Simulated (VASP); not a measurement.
Runs of VASP 6.6.1 on In2Sb. The structure is hexagonal, space group P6_3/mmc (No. 194). Conventional cell: a = 5.380 Å, b = 5.380 Å, c = 6.723 Å, α = 90.00°, β = 90.00°, γ = 120.00°. Within 4.1 Å of In (site symmetry -6m2) lie 5 Sb at 3.11 to 3.36 Å and 6 In at 3.53 Å. Within 4.4 Å of In (site symmetry -3m) lie 8 In at 3.36 to 3.53 Å and 6 Sb at 3.53 Å. Within 4.1 Å of Sb (site symmetry -6m2) lie 11 In at 3.11 to 3.53 Å. 

```tsv
smearing	further INCAR settings	gap on the mesh (eV)	pressure (GPa)
fermi-dirac 0.1 eV	ALGO = Fast; EDIFF = 1e-07; NBANDS = 40	none	-2.5
gaussian 0.5 eV	ALGO = Fast; EDIFF = 1e-06; NBANDS = 40	none	(a)
methfessel-paxton 0.5 eV	ALGO = Fast; EDIFF = 1e-06; NBANDS = 40	none	-2.6
methfessel-paxton 0.01 eV	ALGO = Fast; EDIFF = 1e-07; NBANDS = 40	none	-2.6
```

Alike in all rows: task single point; level PBEsol; potentials or basis VASP PAW PBE potentials, release 64 (In_d, Sb); no spin polarisation; cell as given; k mesh 12 × 12 × 6; cutoff (eV) 520.

Problem. Fill in the values left out.

Solution. (a) -2.4.

Caveats: the PAW data sets were made with another functional, which shifts forces and pressure a little; spin-orbit coupling is left out, which moves the levels of the heavy elements; so wide a smearing shifts energies and pressures (at least some runs).

A k mesh can miss the band edges, and the runs leave out spin-orbit coupling on In, Sb.

A gap of «none» marks levels without a gap at the run's occupations.
